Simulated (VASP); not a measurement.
# Si22GeC24 (a cell with a defect) in VASP: notebook

Si22GeC24 (a cell with a defect) is run at these levels: PBE; tasks: single point.

All numbers are computed with VASP 6.6.1; they aren't measurements. Logs are shortened: lines on timing, memory, paths and dates and some standing lists are left out, and cuts for length are marked.

## (1) The cell of the first run

The cell holds a defect, 47 atoms: a = 6.162 Å, b = 5.336 Å, c = 15.125 Å, α = 90.00°, β = 90.00°, γ = 90.00°.

## (2) Single point, PBE

Contents of INCAR:

```
SYSTEM = Si22GeC24
ALGO = Normal
EDIFF = 1E-7
ENCUT = 520
GGA = PE
ISIF = 2
ISMEAR = 0
LASPH = .True.
LCHARG = .False.
LREAL = Auto
LWAVE = .False.
NBANDS = 128
NELECT = 196.0
NELM = 100
PREC = Accurate
SIGMA = 0.02
```

Contents of KPOINTS:

```
k-points
0
Gamma
  2 2 1
  0 0 0
```

Contents of POSCAR:

```
Si22GeC24
1.0
   -3.0810000000     -5.3364490000      0.0000000000
    4.6215000000     -2.6682240000      0.0000000000
    0.0000000000      0.0000000000     15.1248000000
Si C Ge
22 24 1
Direct
    0.7496013816      0.5039429444     -0.0014139851
    0.7427808248      0.4962281689      0.5043456069
    0.4991705897      0.3403015406      0.1633110591
    0.4996026048      0.6642539675      0.6697430411
    0.4951773396      0.6824668750      0.3240136866
    0.4997830033      0.3303698948      0.8331460291
    0.4993622177      0.0061851977     -0.0017385904
    0.4988664226     -0.0049541321      0.5036922516
    0.2512604699      0.8434943516      0.1642774949
    0.2495209665      0.1624034711      0.6682600213
    0.2541226325      0.1603167424      0.3305355633
    0.2488121438      0.8308700651      0.8329521044
    0.2497747648      0.5051499847     -0.0015007692
    0.2570099812      0.4937948418      0.5035601929
    0.0015501811      0.3363885955      0.1658659060
    0.0002123675      0.6620580030      0.6662609600
   -0.0002275894      0.3316444373      0.8324409444
   -0.0003149565      0.0044189177     -0.0015584070
    0.0010573427     -0.0038515083      0.5015908264
    0.7478659591      0.8415278061      0.1632425733
    0.7502324743      0.1624689273      0.6678101145
    0.7507612157      0.8308954607      0.8329195705
    0.4990403356      0.3381887782      0.0398545668
    0.4991880618      0.6660958676      0.5468710160
    0.4995631272      0.6744488236      0.2033456777
    0.4999344962      0.3303223770      0.7090325761
    0.6830528670      0.4814352797      0.3834652264
    0.7499798885      0.4989487478      0.8739818915
    0.2491727940      0.8385401895      0.0391883725
    0.2501574489      0.1619262327      0.5441151485
    0.2521425405      0.1729757862      0.2071076813
    0.2484115086      0.8307873034      0.7089180941
    0.4944667480     -0.0075851617      0.3781392559
    0.4997567269     -0.0016654763      0.8738406380
    0.0002918407      0.3386026463      0.0399281059
    0.0004463728      0.6597374962      0.5384010890
   -0.0003517215      0.6750384684      0.1928664081
   -0.0002997425      0.3312922076      0.7082050425
    0.3153983228      0.4699431846      0.3823032453
    0.2494498438      0.4992121737      0.8740037709
    0.7498790880      0.8374279000      0.0384210682
    0.7497155775      0.1617463952      0.5430309210
    0.7487338166      0.1730139289      0.2019810637
    0.7513491666      0.8306389851      0.7086045085
    0.0088478330      0.0323687643      0.3795708588
   -0.0003127774      0.0003185504      0.8740379226
    0.7522132993      0.1608412991      0.3297668561
```

Potentials or basis: VASP PAW PBE potentials, release 64 (Si, C, Ge_d).

Command:

```
cat potpaw_PBE.64/Si/POTCAR potpaw_PBE.64/C/POTCAR potpaw_PBE.64/Ge_d/POTCAR > POTCAR
mpirun -np 1 vasp_std > vasp.out
```

OUTCAR:

```text
SYSTEM = Si22GeC24
   EDIFF = 1E-7
   ENCUT = 520
   GGA = PE
   ISIF = 2
   ISMEAR = 0
   LASPH = .True.
   LREAL = Auto
   NELECT = 196.0
   NELM = 100
   PREC = Accurate

 ion  position               nearest neighbor table
   1  0.750  0.504  0.999-  41 1.88  28 1.88  35 1.89  23 1.89  22 3.05   3 3.06   7 3.07  20 3.07
                            18 3.08  13 3.08   6 3.08  13 3.08  18 3.08  17 3.09   7 3.09  15 3.10
   2  0.743  0.496  0.504-  27 1.87  24 1.87  42 1.88  36 1.88  14 2.99  21 3.05  16 3.05   4 3.05
                             8 3.06   8 3.07  19 3.11  19 3.11
   3  0.499  0.340  0.163-  23 1.87  43 1.87  25 1.88  31 1.88   5 3.04  13 3.06   1 3.06   9 3.06
                            15 3.07   7 3.07  20 3.07  20 3.08   9 3.09  15 3.10  11 3.10
   4  0.500  0.664  0.670-  24 1.86  26 1.88  32 1.88  44 1.88  12 3.05  22 3.05   6 3.05   2 3.05
                            14 3.06   8 3.07  10 3.07  21 3.07  16 3.08  16 3.09  10 3.09  21 3.09
   5  0.495  0.682  0.324-  39 1.81  27 1.82  25 1.83  33 1.85  11 2.95   9 2.97  47 3.01  20 3.01
                             3 3.04
   6  0.500  0.330  0.833-  34 1.88  26 1.88  28 1.89  40 1.89   7 3.04   4 3.05  10 3.07  21 3.07
                             1 3.08  17 3.08  17 3.08  22 3.08  12 3.08  13 3.08  12 3.09  22 3.09
   7  0.499  0.006  0.998-  23 1.88  34 1.88  29 1.89  41 1.89   6 3.04  20 3.06   9 3.07   3 3.07
                             1 3.07  13 3.07  18 3.08  18 3.08  12 3.08  13 3.08  22 3.09   1 3.09
   8  0.499  0.995  0.504-  24 1.87  30 1.87  42 1.88  33 1.90  14 3.05   2 3.06  10 3.06  21 3.06
                            14 3.06  19 3.07   2 3.07   4 3.07  19 3.09  11 3.15
   9  0.251  0.843  0.164-  37 1.84  25 1.87  31 1.87  29 1.89   5 2.97  11 3.03  15 3.05   3 3.06
                            20 3.06   7 3.07  18 3.07   3 3.09  13 3.09  20 3.10  15 3.11
  10  0.250  0.162  0.668-  32 1.87  30 1.88  38 1.88  26 1.89  12 3.06  14 3.06  17 3.06   8 3.06
                             6 3.07   4 3.07  21 3.08  16 3.08  19 3.08  16 3.08  21 3.09   4 3.09
  11  0.254  0.160  0.331-  45 1.82  39 1.87  31 1.87  33 1.87   5 2.95   9 3.03  15 3.08   3 3.10
                            19 3.15   8 3.15
  12  0.249  0.831  0.833-  40 1.88  32 1.88  46 1.89  34 1.89   4 3.05  13 3.05  10 3.06  22 3.07
                            17 3.07  18 3.08  17 3.08   6 3.08   7 3.08  16 3.08   6 3.09  22 3.09
  13  0.250  0.505  0.998-  29 1.88  23 1.88  35 1.88  40 1.88  12 3.05   3 3.06   7 3.07  18 3.08
                             1 3.08   6 3.08   1 3.08   7 3.08  18 3.08  17 3.09   9 3.09  15 3.09
  14  0.257  0.494  0.504-  24 1.87  39 1.87  30 1.87  36 1.89   2 2.99   8 3.05  10 3.06  16 3.06
                             8 3.06   4 3.06  19 3.09  19 3.11
  15  0.002  0.336  0.166-  37 1.85  43 1.87  31 1.88  35 1.90   9 3.05   3 3.07  20 3.07  11 3.08
                            18 3.09  13 3.09   3 3.10   1 3.10   9 3.11  20 3.12
  16  0.000  0.662  0.666-  38 1.88  32 1.89  44 1.89  36 1.93   2 3.05  14 3.06  19 3.06  17 3.07
                            10 3.08   4 3.08  21 3.08  10 3.08  21 3.08  12 3.08   4 3.09  22 3.09
  17  1.000  0.332  0.832-  46 1.88  38 1.88  28 1.89  40 1.89  10 3.06  18 3.06  21 3.06  16 3.07
                            12 3.07  22 3.07   6 3.08   6 3.08  22 3.08  12 3.08   1 3.09  13 3.09
  18  1.000  0.004  0.998-  29 1.88  41 1.88  46 1.88  35 1.89  17 3.06  20 3.06   9 3.07  13 3.08
                            22 3.08  12 3.08   7 3.08   1 3.08   7 3.08   1 3.08  13 3.08  15 3.09
  19  0.001  0.996  0.502-  45 1.86  36 1.88  30 1.88  42 1.89  16 3.06   8 3.07  10 3.08  21 3.08
                            14 3.09   8 3.09   2 3.11   2 3.11  14 3.11  11 3.15
  20  0.748  0.842  0.163-  37 1.84  43 1.86  25 1.87  41 1.89   5 3.01   7 3.06   9 3.06  18 3.06
                            15 3.07   3 3.07   1 3.07   3 3.08   9 3.10  15 3.12
  21  0.750  0.162  0.668-  44 1.88  38 1.88  42 1.89  26 1.89   2 3.05   8 3.06  22 3.06  17 3.06
                             6 3.07   4 3.07  10 3.08  16 3.08  19 3.08  16 3.08  10 3.09   4 3.09
  22  0.751  0.831  0.833-  28 1.88  44 1.88  46 1.89  34 1.89   4 3.05   1 3.05  21 3.06  12 3.07
                            17 3.07  18 3.08  17 3.08   6 3.08   6 3.09  16 3.09   7 3.09  12 3.09
  23  0.499  0.338  0.040-   3 1.87   7 1.88  13 1.88   1 1.89
[... 8 lines left out ...]
  32  0.248  0.831  0.709-  10 1.87  12 1.88   4 1.88  16 1.89
  33  0.494  0.992  0.378-   5 1.85  11 1.87   8 1.90  47 1.97
  34  0.500  0.998  0.874-   6 1.88   7 1.88  12 1.89  22 1.89
  35  0.000  0.339  0.040-  13 1.88   1 1.89  18 1.89  15 1.90
  36  0.000  0.660  0.538-  19 1.88   2 1.88  14 1.89  16 1.93
  37  1.000  0.675  0.193-  20 1.84   9 1.84  15 1.85
  38  1.000  0.331  0.708-  16 1.88  17 1.88  10 1.88  21 1.88
  39  0.315  0.470  0.382-   5 1.81  11 1.87  14 1.87
  40  0.249  0.499  0.874-  12 1.88  13 1.88  17 1.89   6 1.89
[... 37 lines left out ...]
 SYSTEM =  Si22GeC24
   PREC   = accura    normal or accurate (medium, high low for compatibility)
   ISTART =      0    job   : 0-new  1-cont  2-samecut
   ICHARG =      2    charge: 1-file 2-atom 10-const
   ISPIN  =      1    spin polarized calculation?
   LNONCOLLINEAR =      F non collinear calculations
   LSORBIT =      F    spin-orbit coupling
   LASPH  =      T    aspherical Exc in radial PAW
   ENCUT  =  520.0 eV  38.22 Ry    6.18 a.u.  11.46  9.92 28.12*2*pi/ulx,y,z
   NELM   =    100;   NELMIN=  2; NELMDL= -5     # of ELM steps
   EDIFF  = 0.1E-06   stopping-criterion for ELM
   LREAL  =      T    real-space projection
   EDIFFG = 0.1E-05   stopping-criterion for IOM
   NSW    =      0    number of steps for IOM
   IBRION =     -1    ionic relax: 0-MD 1-quasi-New 2-CG
   NFREE  =      0    steps in history (QN), initial steepest desc. (CG)
   ISIF   =      2    stress and relaxation
   ISYM   =      2    0-nonsym 1-usesym 2-fastsym
   POTIM  = 0.5000    time-step for ionic-motion
   TEBEG  =    0.0;   TEEND  =   0.0 temperature during run
   PSTRESS=    0.0 pullay stress
   NELECT =     196.0000    total number of electrons
   NUPDOWN=      -1.0000    fix difference up-down
   EMIN   =  10.00;   EMAX   =-10.00  energy-range for DOS
   EFERMI =   0.00;   METHOD = LEGACY
   ISMEAR =     0;   SIGMA  =   0.02  broadening in eV -4-tet -1-fermi 0-gaus
   EFERMI_NEDOS =   21; number of points for ismear=-14 and -15
   IALGO  =     38    algorithm
   IMIX   =      4    mixing-type and parameters
     AMIX     =   0.40;   BMIX     =  1.00
     AMIX_MAG =   1.60;   BMIX_MAG =  1.00
  volume/ion in A,a.u.               =      10.58        71.41
  Fermi-wavevector in a.u.,A,eV,Ry     =   1.200252  2.268147 19.600606  1.440604
  Thomas-Fermi vector in A             =   2.336093
   LORBIT       =      0    0 simple, 1 ext, 2 COOP (PROOUT), +10 PAW based schemes
   GGA     = PE    functional components
   LHFCALC =     F    Hartree Fock is set to
   AEXX    =    0.0000 exact exchange contribution
   IVDW    =     0    specifies the selected vdW correction
   LEPSILON=     F    determine dielectric tensor
   LRPA    =     F    only Hartree local field effects (RPA)
 non-spin polarized calculation
 Gauss-broadening in eV      SIGMA  =   0.02
  energy-cutoff  :      520.00
  volume of cell :      497.35
 maximum number of plane-waves:     13440
 NGX is ok and might be reduce to    48
   NGX = 23   NGY = 19   NGZ = 57

 number of electron     195.9999983 magnetization

 Free energy of the ion-electron system (eV)
  ---------------------------------------------------
  ext. energy  EPLUGINS =         0.00000000
  ---------------------------------------------------
  free energy    TOTEN  =      -361.41641768 eV

  energy without entropy =     -361.41582335  energy(sigma->0) =     -361.41612051

 E-fermi :   7.6129     XC(G=0): -11.1777

 val. band max:        7.5825786837   @ k =   0.0000   0.0000   0.0000
 cond. band min:       7.6459066187   @ k =   0.0000   0.5000   0.0000
 fundamental gap:      0.0633279350
 Fermi energy:         7.6129352356

 k-point     1 :       0.0000    0.0000    0.0000
  band No.  band energies     occupation
      1     -16.1752      2.00000
      2     -16.1555      2.00000
      3     -16.1299      2.00000
      4     -16.0787      2.00000
      5     -16.0725      2.00000
      6      -7.7533      2.00000
[... 441 lines left out ...]
    109      12.0753      0.00000
    110      12.6657      0.00000
 [bands above 110 left out]

------------------------ aborting loop because EDIFF is reached ----------------------------------------

  FORCE on cell =-STRESS in cart. coord.  units (eV):
  Direction    XX          YY          ZZ          XY          YZ          ZX
  --------------------------------------------------------------------------------------
  -------------------------------------------------------------------------------------
  Total       -4.5011989     -6.0947466     -0.9445770     -0.1097837      1.2736716     -2.1028712
  in kB      -14.5002373    -19.6337185     -3.0428760     -0.3536592      4.1030271     -6.7742245
  external PRESSURE =     -12.3922773 kB  Pullay stress =       0.0000000 kB

 VOLUME and BASIS-vectors are now :
 -----------------------------------------------------------------------------
  energy-cutoff  :      520.00
  volume of cell :      497.35
      direct lattice vectors                 reciprocal lattice vectors
    -3.081000000 -5.336449000  0.000000000    -0.081142475 -0.140542903  0.000000000
     4.621500000 -2.668224000  0.000000000     0.162284980 -0.093695269  0.000000000
     0.000000000  0.000000000 15.124800000     0.000000000  0.000000000  0.066116577

 POSITION                                       TOTAL-FORCE (eV/Angst)
 -----------------------------------------------------------------------------------
      0.01945     -5.34484     15.10341         0.000390      0.001739      0.002249
      0.00481     -5.28786      7.62813         0.009283      0.008080     -0.003362
      0.03476     -3.57180      2.47005         0.000597      0.005824     -0.002439
      1.53057     -4.43848     10.12973        -0.000855     -0.000061      0.009987
      1.62838     -4.46346      4.90064        -0.000594      0.006504      0.012070
     -0.01303     -3.54857     12.60117        -0.007785      0.004331      0.000464
[... 39 lines left out ...]
     -3.07856     -5.33563     13.21965        -0.000693     -0.002470     -0.004750
     -1.57424     -4.44331      4.98766        -0.008024     -0.008347      0.006981
 -----------------------------------------------------------------------------------
    total drift:                               -0.007399     -0.011203      0.007564

  FREE ENERGIE OF THE ION-ELECTRON SYSTEM (eV)
  ---------------------------------------------------
  free  energy   TOTEN  =      -361.4164176812 eV

  energy  without entropy=     -361.4158233485  energy(sigma->0) =     -361.41612051
```

Run time: 15 min. Hardware: 1 thread of AMD EPYC 7R43 (Zen 3), shared host; peak memory 0.53 GiB.

What came out:

```
Free energy   : -361.4164 eV
Largest force : 0.036 eV/Å
```

Forces in eV/Å, atoms in the order of the input:
```
Si   0.000  0.002  0.002
Si   0.009  0.008 -0.003
Si   0.001  0.006 -0.002
Si  -0.001  0.000  0.010
Si  -0.001  0.007  0.012
Si  -0.008  0.004  0.000
Si   0.002 -0.004  0.000
Si   0.007  0.003 -0.007
Si   0.004  0.000  0.003
Si   0.002  0.007  0.004
Si  -0.008 -0.004  0.002
Si  -0.008  0.004  0.003
Si  -0.002  0.002  0.001
Si  -0.008 -0.008  0.001
Si  -0.002  0.001  0.007
Si  -0.005  0.004  0.005
Si  -0.007  0.005 -0.001
Si  -0.001  0.001  0.002
Si  -0.007  0.003 -0.005
Si   0.002 -0.001  0.002
Si  -0.001 -0.003  0.008
Si  -0.007  0.005  0.003
C   -0.005 -0.006 -0.002
C    0.009 -0.009  0.006
C    0.000 -0.003  0.007
C    0.006 -0.005 -0.009
C   -0.018 -0.002 -0.010
C    0.004 -0.004 -0.001
C   -0.003  0.003  0.007
C    0.003 -0.004  0.001
C   -0.001  0.004  0.003
C    0.007 -0.010 -0.006
C    0.002 -0.013 -0.012
C    0.002 -0.004  0.001
C   -0.006  0.003  0.005
C   -0.009  0.004 -0.012
C    0.005 -0.002 -0.010
C    0.012 -0.003  0.001
C    0.002  0.010 -0.008
C    0.004 -0.002  0.001
C   -0.003 -0.001  0.000
C    0.002 -0.003 -0.006
C   -0.009  0.001  0.015
C    0.010 -0.001 -0.005
C    0.029  0.014 -0.016
C   -0.001 -0.002 -0.005
Ge  -0.008 -0.008  0.007
```

Caveat: the k points lie up to 0.59 Å⁻¹ apart; the cell carries a net charge on a neutralising background, which shifts energy and pressure; the cell is charged against a uniform background, so pressure and absolute levels hang on convention.

## (3) Single point, PBE

Contents of INCAR:

```
SYSTEM = Si22GeC24
  PREC = Accurate
  ENCUT = 520
  EDIFF = 1E-6
  ISMEAR = 0
  SIGMA = 0.02
  LREAL = Auto
  LASPH = .True.
  NELM = 100
  ALGO = Normal
  ISIF = 2
  LWAVE = .False.
  LCHARG = .True.
  GGA = PE
  LELF = .True.
  LVHAR = .True.
  NELECT = 196.0
  NBANDS = 128
```

Contents of KPOINTS:

```
regular mesh
0
Gamma
  2 2 1
  0 0 0
```

Contents of POSCAR:

```
Si22GeC24
1.0
   -3.0810000000     -5.3364490000      0.0000000000
    4.6215000000     -2.6682240000      0.0000000000
    0.0000000000      0.0000000000     15.1248000000
Si C Ge
22 24 1
Direct
    0.7501900120      0.5041457396     -0.0013012416
    0.7488911479      0.4961826726      0.5018356357
    0.4986477331      0.3433198990      0.1645873562
    0.5004374259      0.6626066567      0.6684514500
    0.4957828566      0.6602362386      0.3307835328
    0.5010733199      0.3306973355      0.8331880077
    0.5001529061      0.0048949602     -0.0012144411
    0.4929617578     -0.0059400184      0.5038160464
    0.2507770627      0.8401798036      0.1636059727
    0.2503776625      0.1644070280      0.6699347127
    0.2547230598      0.1822761145      0.3243062224
    0.2501092195      0.8302185284      0.8333701884
    0.2505266012      0.5059804247     -0.0014669418
    0.2510090995      0.4952902184      0.5038772321
    0.0020699749      0.3413469767      0.1635296194
   -0.0003151131      0.6626760062      0.6679978497
   -0.0008321409      0.3307139744      0.8331447591
    0.0002849446      0.0036858407     -0.0011438884
    0.0072326941     -0.0034982861      0.5045330712
    0.7483103125      0.8362114470      0.1661682063
    0.7497525206      0.1621389386      0.6665047368
    0.7501135781      0.8314547766      0.8326884308
    0.5006922246      0.3382960117      0.0395012329
    0.4997524321      0.6620870667      0.5442750031
    0.4977355223      0.6727570629      0.2073567486
    0.5015381540      0.3309992530      0.7090833873
    0.7411592625      0.5321250816      0.3797857823
    0.7502112653      0.5001055651      0.8742676621
    0.2508473984      0.8379856559      0.0401375837
    0.2507928252      0.1664240154      0.5470597972
    0.2503292049      0.1742982163      0.2036342231
    0.2500083515      0.8305186149      0.7091932551
    0.4351304365     -0.0298459550      0.3824937314
    0.5004379014     -0.0009345076      0.8742690287
    0.0000121254      0.3371777697      0.0387128881
    0.0001988388      0.6620180799      0.5431952332
    0.0011755915      0.6728715446      0.2022506838
   -0.0013638391      0.3308355070      0.7087630759
    0.2552923731      0.4925187675      0.3783283340
    0.2501376980      0.4982117349      0.8740974609
    0.7496029325      0.8383094943      0.0402409663
    0.7495831487      0.1598244463      0.5386475699
    0.7502764859      0.1748902897      0.1931873607
    0.7502443161      0.8314239121      0.7084113658
    0.0663960667     -0.0183723795      0.3835765911
   -0.0000765594     -0.0011976120      0.8742346406
    0.9976087374     -0.3392199312      0.3299998769
```

Potentials or basis: VASP PAW PBE potentials, release 64 (Si, C, Ge_d).

Command:

```
cat potpaw_PBE.64/Si/POTCAR potpaw_PBE.64/C/POTCAR potpaw_PBE.64/Ge_d/POTCAR > POTCAR
mpirun -np 1 vasp_std > vasp.out
```

It took 16 min on 1 thread of AMD EPYC 7R43 (Zen 3), shared host; peak memory 0.51 GiB.

Results (log left out):

* Free energy: -361.4165 eV
* Largest force: 0.032 eV/Å

Forces in eV/Å, atoms in the order of the input:
```
Si   0.000 -0.001  0.005
Si   0.002  0.001 -0.012
Si  -0.001 -0.001 -0.003
Si  -0.007 -0.001  0.000
Si  -0.004  0.003  0.005
Si  -0.003  0.002 -0.007
Si   0.003  0.002 -0.001
Si  -0.007  0.007 -0.013
Si  -0.003  0.005 -0.010
Si   0.007  0.000  0.011
Si   0.005 -0.020  0.007
Si  -0.004  0.001 -0.005
Si   0.004  0.001  0.005
Si   0.002 -0.012 -0.009
Si   0.006 -0.001  0.002
Si  -0.001  0.000  0.006
Si  -0.003  0.001 -0.005
Si   0.002 -0.003  0.002
Si  -0.003  0.000 -0.012
Si  -0.005 -0.004  0.002
Si   0.002 -0.003 -0.001
Si  -0.004  0.000 -0.006
C   -0.010  0.002 -0.005
C    0.006 -0.004  0.010
C    0.000 -0.006  0.014
C    0.003  0.001  0.011
C    0.013 -0.011 -0.014
C    0.003  0.000  0.000
C    0.002  0.007 -0.004
C   -0.001  0.007  0.002
C   -0.003 -0.003  0.007
C    0.002 -0.002  0.006
C   -0.006 -0.002 -0.004
C    0.003 -0.002 -0.003
C    0.001  0.003 -0.008
C   -0.002  0.000  0.002
C   -0.004  0.009  0.007
C   -0.001  0.000  0.013
C   -0.002 -0.005 -0.005
C    0.002  0.001 -0.001
C   -0.001 -0.005 -0.013
C   -0.001  0.008 -0.003
C    0.004  0.002 -0.006
C    0.005 -0.003  0.013
C   -0.005  0.027  0.016
C    0.002  0.000 -0.003
Ge   0.003 -0.001  0.003
```

Levels at points of the mesh, in eV from the Fermi level:
```
           k point  band 95  band 96  band 97  band 98  band 99  band 100  band 101  band 102
(0.00, 0.00, 0.00)    -0.34    -0.30    -0.03     0.04     0.34      0.43      2.18      2.31
(0.50, 0.00, 0.00)    -0.84    -0.62    -0.37    -0.07     0.04      0.30      1.54      3.44
(0.00, 0.50, 0.00)    -0.89    -0.66    -0.56    -0.45     0.03      0.24      2.18      2.26
(0.50, 0.50, 0.00)    -1.05    -0.96    -0.80    -0.75    -0.32      0.45      1.88      3.81
```

Caveat: the k points lie up to 0.59 Å⁻¹ apart; the cell carries a net charge on a neutralising background, which shifts energy and pressure; the cell is charged against a uniform background, so pressure and absolute levels hang on convention.
